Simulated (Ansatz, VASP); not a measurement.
# PbS: VASP beside Ansatz

File POSCAR:

```
PbS
1.0
    0.0000000000      3.3009774936      3.3009774936
    3.3009774936      0.0000000000      3.3009774936
    3.3009774936      3.3009774936      0.0000000000
Pb S
1 1
Direct
    0.0000000000      0.0000000000      0.0000000000
    0.2500000000      0.2500000000      0.2500000000
```

The input INCAR.step1:

```
SYSTEM = PbS
PREC = Accurate
ENCUT = 520
ISMEAR = 0
SIGMA = 0.01
LREAL = .False.
LASPH = .True.
NELM = 60
NBANDS = 17
GGA = PE
ALGO = Normal
EDIFF = 1E-4
LWAVE = .True.
LCHARG = .False.
```

File INCAR.step2:

```
SYSTEM = PbS
PREC = Accurate
ENCUT = 520
EDIFF = 1E-6
ISMEAR = 0
SIGMA = 0.01
LREAL = .False.
LASPH = .True.
NELM = 60
ALGO = Normal
ISIF = 2
LWAVE = .False.
LCHARG = .True.
METAGGA = R2SCAN
LMIXTAU = .True.
LELF = .True.
LVHAR = .True.
NBANDS = 17
ISTART = 1
```

KPOINTS

```
Automatic mesh
0
Gamma
  6 6 6
  0 0 0
```

Input for Ansatz:

```yaml
crystal:
  lattice:
    - [0.0, 3.3009774936, 3.3009774936]
    - [3.3009774936, 0.0, 3.3009774936]
    - [3.3009774936, 3.3009774936, 0.0]
  atoms:
    - { symbol: Pb, position: [0.0, 0.0, 0.0] }
    - { symbol: S, position: [0.25, 0.25, 0.25] }
kpoints:
  mp_grid: { grid: [6, 6, 6] }
  band_path:
    path:
      - [0.0, 0.0, 0.0]
      - [-0.5, -0.5, 0.0]
      - [-0.375, -0.375, 0.25]
      - [-0.375, 0.0, 0.375]
      - [0.0, 0.0, 0.5]
      - [-0.5, -0.25, 0.25]
      - [0.25, -0.5, -0.25]
      - [0.0, 0.5, 0.5]
    npoints: 1
hamiltonian:
  xc: r2scan
scf:
  occupations: { method: fixed }
  n_extra_bands: 4
output:
  forces: true
  stress: true
  eigenvalues: true
```

Alike in both runs: task single point; functional r2SCAN; k mesh 6 × 6 × 6; no spin polarisation.

```csv
,VASP,Ansatz
version,VASP 6.6.1,Ansatz 0.2.0
potentials or method,"VASP PAW PBE potentials, release 64 (Pb_d, S)","plane waves, PAW"
plane-wave cutoff (eV),520,500
occupations,"gaussian, width 0.01 eV",fixed
valence electrons in the cell,20,20
```

```csv
,VASP,Ansatz,Ansatz less VASP
gap on the k mesh at the Fermi level (eV),1.07,1.07,0.000
pressure (GPa),0.0,0.0,0.00
```

VASP's potentials were made for PBE, not for r2SCAN.

Neither program's run includes spin-orbit coupling.
